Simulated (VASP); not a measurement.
Crystal: Be5GeN2.

```
Be Ge N
1.0
     2.73567    0.00000    0.00000
    -1.36783    2.36916    0.00000
     0.00000    0.00000    9.61389
Be Ge N
5 1 2
Direct
  0.00000 0.00000 0.00000
  0.33333 0.66667 0.15650
  0.00000 0.00000 0.31738
  0.66667 0.33333 0.68262
  0.33333 0.66667 0.84350
  0.33333 0.66667 0.50000
  0.66667 0.33333 0.23694
  0.00000 0.00000 0.76306
```

* Program: VASP 6.6.1
* Task: relaxation of cell and atoms
* Functional: PBE
* Potentials or basis: VASP PAW PBE potentials, release 64 (Be, Ge_d, N)
* Cutoff: 600 eV
* k mesh: 6 × 6 × 2
* Occupations: gaussian, width 0.1 eV
* Spin: no spin polarisation

At the start: pressure 18.2 GPa; volume 7.79 Å³/atom.

Question: How do energy, volume and symmetry change on relaxing?

Answer: Over 28 steps the energy falls by 201.4 meV/atom and the volume is 9.23 Å³/atom (+18.5 %); space group P3m1 (No. 156, to 0.1 Å) before and after.

The path:
```tsv
step	energy change (eV)	largest force (eV/Å)	pressure (GPa)	volume (Å³)
1	0.0000	2.3657	18.25	62.31
2	-0.9225	1.1281	-2.95	70.61
3	-0.9540	0.9131	-6.45	72.64
4	-1.2363	0.4955	-0.87	70.90
5	-1.2685	0.7646	2.98	69.91
6	-1.2713	0.6991	2.07	70.14
7	-1.3534	0.4992	1.96	70.77
8	-1.3564	0.5718	2.02	70.88
9	-1.3598	0.8105	2.16	71.10
10	-1.4146	0.6299	-1.40	72.80
11	-1.4195	0.4735	-2.86	73.56
12	-1.4526	0.4121	-2.65	73.65
13	-1.4645	0.5805	-1.52	73.92
14	-1.4790	0.4486	-2.10	73.80
15	-1.5176	0.3836	-0.17	73.05
16	-1.5306	0.3659	1.83	72.34
17	-1.5502	0.2492	0.76	72.87
18	-1.5621	0.2725	-0.86	73.74
19	-1.5761	0.2729	-0.55	73.67
20	-1.5856	0.2722	0.07	73.56
21	-1.5974	0.1730	0.00	73.54
22	-1.6016	0.1073	-0.05	73.52
23	-1.6042	0.0950	0.14	73.48
24	-1.6068	0.0715	0.59	73.38
25	-1.6086	0.0712	0.32	73.56
26	-1.6102	0.0727	-0.52	74.07
27	-1.6103	0.0724	-0.34	73.95
28	-1.6108	0.0395	-0.11	73.87
```

Final structure:
```
Be Ge N
1.0
     2.68737    0.00000    0.00000
    -1.34369    2.32733    0.00000
     0.00000    0.00000   11.81040
Be Ge N
5 1 2
Cartesian
  0.0000 0.0000 11.7273
  0.0000 1.5516 2.0778
  -1.3437 2.3273 3.6472
  1.3437 0.7758 8.1753
  0.0000 1.5516 9.7554
  0.0000 1.5516 5.9240
  1.3437 0.7758 2.8477
  0.0000 0.0000 8.9921
```

Caveat: the k points lie up to 0.45 Å⁻¹ apart in the final cell; the volume moved by over 15 % at a fixed basis, so the end points are rough.
